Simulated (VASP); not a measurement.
# MoS2: single point with PBE

MoS2:

```
CELL_PARAMETERS angstrom
2.91882 0.00000 0.00000
-1.45941 2.52777 0.00000
0.00000 0.00000 17.28396
ATOMIC_POSITIONS crystal
Mo 0.33333 0.66667 0.25000
Mo 0.66667 0.33333 0.75000
S 0.33333 0.66667 0.64232
S 0.66667 0.33333 0.14232
S 0.33333 0.66667 0.85768
S 0.66667 0.33333 0.35768
```

This cell differs from its parent crystal: ratio of the length along z to the lengths across it x 1.3, volume and fractional coordinates fixed.

```yaml
Program: VASP 6.6.1
Task: single point
Functional: PBE
Potentials_or_basis: VASP PAW PBE potentials, release 64 (Mo_sv, S)
Cutoff: 520 eV
k_mesh: 12 × 12 × 2
Occupations: gaussian, width 0.05 eV
Spin: no spin polarisation
Dipole_correction: no
Further_INCAR_settings: ALGO = Normal; EDIFF = 1e-06; NBANDS = 35
```

The pressure is 0.0 GPa and the largest force is 2.897 eV/Å. The band gap on the k mesh is 0.38 eV, indirect (least direct gap 0.92 eV).

Forces on the atoms (eV/Å):
```
Mo   0.000  0.000  0.000
Mo   0.000  0.000  0.000
S    0.000  0.000  2.897
S    0.000  0.000  2.897
S    0.000  0.000 -2.897
S    0.000  0.000 -2.897
```

Stress tensor (GPa, compression positive):
```
 13.65   0.00   0.00
  0.00  13.65   0.00
  0.00   0.00 -27.20
```

Levels at points of the mesh, in eV from the valence-band top:
| k point | band 24 | band 25 | band 26 | band 27 | band 28 | band 29 |
| --- | --- | --- | --- | --- | --- | --- |
| (0.00, 0.00, 0.00) | 0.00 | 0.00 | 0.00 | 2.88 | 2.88 | 2.88 |
| (0.50, 0.00, 0.00) | -1.30 | -0.03 | -0.03 | 2.27 | 2.32 | 2.87 |
| (0.00, 0.00, 0.50) | 0.00 | 0.00 | 0.00 | 2.88 | 2.88 | 2.88 |
| (0.50, 0.00, 0.50) | -1.31 | -0.03 | -0.03 | 2.30 | 2.30 | 2.93 |

Run time: 88 s on 1 thread of Intel(R) Xeon(R) 6975P-C (Granite Rapids) (shared host), peak memory 0.32 GiB.

Caveat: this functional lacks dispersion, which binds the layers, so the pressure and a relaxed spacing across them are unreliable; forces of over 1 eV/Å act on the atoms, so gaps and moduli don't describe the material at rest. A k mesh can miss the band edges.
